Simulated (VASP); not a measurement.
Input of a VASP 6.6.1 run:

File INCAR:

```
SYSTEM = SiO2
  PREC = Accurate
  ENCUT = 520
  EDIFF = 1E-6
  ISMEAR = 0
  SIGMA = 0.05
  LREAL = .False.
  LASPH = .True.
  NELM = 80
  ALGO = Normal
  ISIF = 2
  LWAVE = .False.
  LCHARG = .False.
  GGA = PE
  NBANDS = 25
```

KPOINTS

```
regular mesh
0
Gamma
  6 6 8
  0 0 0
```

POSCAR

```
SiO2
1.0
    4.2358788266      0.0000000000      0.0000000000
    0.0000000000      4.5323903445      0.0000000000
    0.0000000000      0.0000000000      2.6897743046
Si O
2 4
Direct
    0.5000000000      0.5000000000      0.5000000000
    0.0000000000      0.0000000000      0.0000000000
    0.7023276386      0.6836979468      0.0000000000
    0.2023276386      0.8163020532      0.5000000000
    0.2976723614      0.3163020532      0.0000000000
    0.7976723614      0.1836979468      0.5000000000
```

Potentials or basis: VASP PAW PBE potentials, release 64 (Si, O).

Run with:

```console
$ cat potpaw_PBE.64/Si/POTCAR potpaw_PBE.64/O/POTCAR > POTCAR
$ mpirun -np 1 vasp_std > vasp.out
```

Problem. Estimate the band gap on the k mesh.

Solution. 4.09 eV.

Problem. What does it give for the pressure?

Solution. -15.7 GPa.

Problem. What does it give for the largest force?

Solution. 0.728 eV/Å.

Forces on the atoms (eV/Å):
```
Si   0.000  0.000  0.000
Si   0.000  0.000  0.000
O   -0.502 -0.528  0.000
O   -0.502  0.528  0.000
O    0.502  0.528  0.000
O    0.502 -0.528  0.000
```

Caveat: the cell differs from its parent crystal (atoms displaced along a vibrational mode, the cell strained); the cell stands under tension. A k mesh can miss the band edges.
